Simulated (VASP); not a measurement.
# CaO (Fm-3m) in VASP: a series of runs, part 2 of 2

VASP 6.6.1. Earlier steps stand in the parts before.

**3. Single point, r2SCAN (14.19 Å³/atom)**

This run uses another cell than the first one, of 14.19 Å³/atom.

POSCAR reads:

```
CaO
1.0
    0.0000000000      2.4211838567      2.4211838567
    2.4211838567      0.0000000000      2.4211838567
    2.4211838567      2.4211838567      0.0000000000
Ca O
1 1
Direct
    0.0000000000      0.0000000000      0.0000000000
    0.5000000000      0.5000000000      0.5000000000
```

INCAR.step1 reads:

```
PREC = Accurate
ENCUT = 660
ISMEAR = 0
SIGMA = 0.02
LREAL = False
LASPH = True
NELM = 120
NBANDS = 15
GGA = PE
ALGO = Normal
EDIFF = 1E-5
LWAVE = True
LCHARG = False
GGA_COMPAT = False
```

INCAR.step2 reads:

```
PREC = Accurate
ENCUT = 660
EDIFF = 1E-6
ISMEAR = 0
SIGMA = 0.02
LREAL = False
LASPH = True
NELM = 120
ALGO = Normal
ISIF = 2
LWAVE = False
LCHARG = False
METAGGA = R2SCAN
LMIXTAU = True
NBANDS = 15
ISTART = 1
GGA_COMPAT = False
```

KPOINTS reads:

```
Automatic mesh
0
Gamma
  8 8 8
```

Potentials or basis: VASP PAW PBE potentials, release 64 (Ca_sv, O).

Command:

```
$ cat potpaw_PBE.64/Ca_sv/POTCAR potpaw_PBE.64/O/POTCAR > POTCAR
$ cp INCAR.step1 INCAR
$ mpirun -np 1 vasp_std > vasp.out
$ cp INCAR.step2 INCAR
$ mpirun -np 1 vasp_std > vasp.out
```

OUTCAR:

```text
PREC = Accurate
   ENCUT = 660
   EDIFF = 1E-6
   ISMEAR = 0
   LREAL = False
   LASPH = True
   NELM = 120
   ISIF = 2
   METAGGA = R2SCAN
   ISTART = 1

 ion  position               nearest neighbor table
   1  0.000  0.000  0.000-   2 2.42   2 2.42   2 2.42   2 2.42   2 2.42   2 2.42
   2  0.500  0.500  0.500-   1 2.42   1 2.42   1 2.42   1 2.42   1 2.42   1 2.42

  LATTYP: Found a face centered cubic cell.
 ALAT       =     4.8423677134

  Lattice vectors:

 A1 = (   0.0000000000,   2.4211838567,   2.4211838567)
 A2 = (   2.4211838567,   0.0000000000,   2.4211838567)
 A3 = (   2.4211838567,   2.4211838567,   0.0000000000)

Analysis of symmetry for initial positions (statically):
=====================================================================
 Subroutine PRICEL returns:
 Original cell was already a primitive cell.

 Routine SETGRP: Setting up the symmetry group for a
 face centered cubic supercell.

 Subroutine GETGRP returns: Found 48 space group operations
 (whereof 48 operations were pure point group operations)
 out of a pool of 48 trial point group operations.

The static configuration has the point symmetry O_h .

Analysis of symmetry for dynamics (positions and initial velocities):
[... 178 lines left out ...]
     10       8.6868      0.00000
     11       8.6868      0.00000
     12       8.6868      0.00000
     13      10.2436      0.00000
     14      10.2436      0.00000
[... 401 lines left out ...]
      2     -18.0405      2.00000
      3     -17.3863      2.00000
      4     -17.2835      2.00000
      5     -13.6387      2.00000
      6      -0.1011      2.00000
      7       0.7925      2.00000
      8       0.8684      2.00000
      9       9.1799      0.00000
     10       9.2669      0.00000
     11      11.2085      0.00000
     12      11.3886      0.00000
     13      12.6838      0.00000
     14      14.3994      0.00000
     15      16.4635      0.00000

 [... further k-points ...]

------------------------ aborting loop because EDIFF is reached ----------------------------------------

  FORCE on cell =-STRESS in cart. coord.  units (eV):
  Direction    XX          YY          ZZ          XY          YZ          ZX
  --------------------------------------------------------------------------------------
  -------------------------------------------------------------------------------------
  Total       -0.4367282     -0.4367282     -0.4367282      0.0000000     -0.0000000      0.0000000
  in kB      -24.6495248    -24.6495248    -24.6495248      0.0000000     -0.0000000      0.0000000
  external PRESSURE =     -24.6495248 kB  Pullay stress =       0.0000000 kB

 VOLUME and BASIS-vectors are now :
 -----------------------------------------------------------------------------
  energy-cutoff  :      660.00
  volume of cell :       28.39
      direct lattice vectors                 reciprocal lattice vectors
     0.000000000  2.421183857  2.421183857    -0.206510546  0.206510546  0.206510546
     2.421183857  0.000000000  2.421183857     0.206510546 -0.206510546  0.206510546
     2.421183857  2.421183857  0.000000000     0.206510546  0.206510546 -0.206510546

 POSITION                                       TOTAL-FORCE (eV/Angst)
 -----------------------------------------------------------------------------------
      0.00000      0.00000      0.00000         0.000000     -0.000000     -0.000000
      2.42118      2.42118      2.42118        -0.000000      0.000000      0.000000
 -----------------------------------------------------------------------------------
    total drift:                                0.000000      0.000000      0.000000

  FREE ENERGIE OF THE ION-ELECTRON SYSTEM (eV)
  ---------------------------------------------------
  free  energy   TOTEN  =       -19.4558376903 eV

  energy  without entropy=      -19.4558376903  energy(sigma->0) =      -19.45583769
```

OUTCAR.step1:

```text
PREC = Accurate
   ENCUT = 660
   ISMEAR = 0
   LREAL = False
   LASPH = True
[... 654 lines left out ...]
      0.00000      0.00000      0.00000        -0.000000     -0.000000      0.000000
      2.42118      2.42118      2.42118         0.000000      0.000000     -0.000000
 -----------------------------------------------------------------------------------
    total drift:                                0.000000      0.000000      0.000000

  FREE ENERGIE OF THE ION-ELECTRON SYSTEM (eV)
  ---------------------------------------------------
  free  energy   TOTEN  =       -12.8093984139 eV

  energy  without entropy=      -12.8093984139  energy(sigma->0) =      -12.80939841
```

OSZICAR.step1:

```text
N       E                     dE             d eps       ncg     rms          rms(c)
DAV:   1     0.140846889562E+03    0.14085E+03   -0.94545E+03   870   0.129E+03
DAV:   2    -0.780722416896E+01   -0.14865E+03   -0.13635E+03  1038   0.313E+02
DAV:   3    -0.143208675014E+02   -0.65136E+01   -0.64382E+01  1123   0.666E+01
DAV:   4    -0.145165916523E+02   -0.19572E+00   -0.19564E+00  1143   0.102E+01
DAV:   5    -0.145183795630E+02   -0.17879E-02   -0.17879E-02  1088   0.101E+00    0.855E+00
DAV:   6    -0.128917078971E+02    0.16267E+01   -0.51831E+00   955   0.220E+01    0.366E+00
DAV:   7    -0.128135125021E+02    0.78195E-01   -0.41644E-01   961   0.670E+00    0.181E+00
DAV:   8    -0.128102252366E+02    0.32873E-02   -0.78711E-02  1101   0.305E+00    0.427E-01
DAV:   9    -0.128087269558E+02    0.14983E-02   -0.46073E-03   905   0.571E-01    0.113E-01
DAV:  10    -0.128094222643E+02   -0.69531E-03   -0.76824E-04  1024   0.249E-01    0.453E-02
DAV:  11    -0.128093977189E+02    0.24545E-04   -0.48016E-05  1074   0.838E-02    0.636E-03
DAV:  12    -0.128093984139E+02   -0.69500E-06   -0.79267E-06   813   0.249E-02
   1 F= -.12809398E+02 E0= -.12809398E+02  d E =-.192081E-56
```

Wall time 72 s (1 thread of AMD EPYC 7R13 (Zen 3), shared host); peak memory 0.15 GiB.

Results:

| Quantity | Value |
| --- | --- |
| Free energy | -19.4558 eV |
| Pressure | -2.5 GPa |
| Band gap on the k mesh | 4.20 eV (least direct gap 4.57 eV) |

Caveat: the PAW data sets were made with another functional, which shifts forces and pressure a little. A k mesh can miss the band edges.
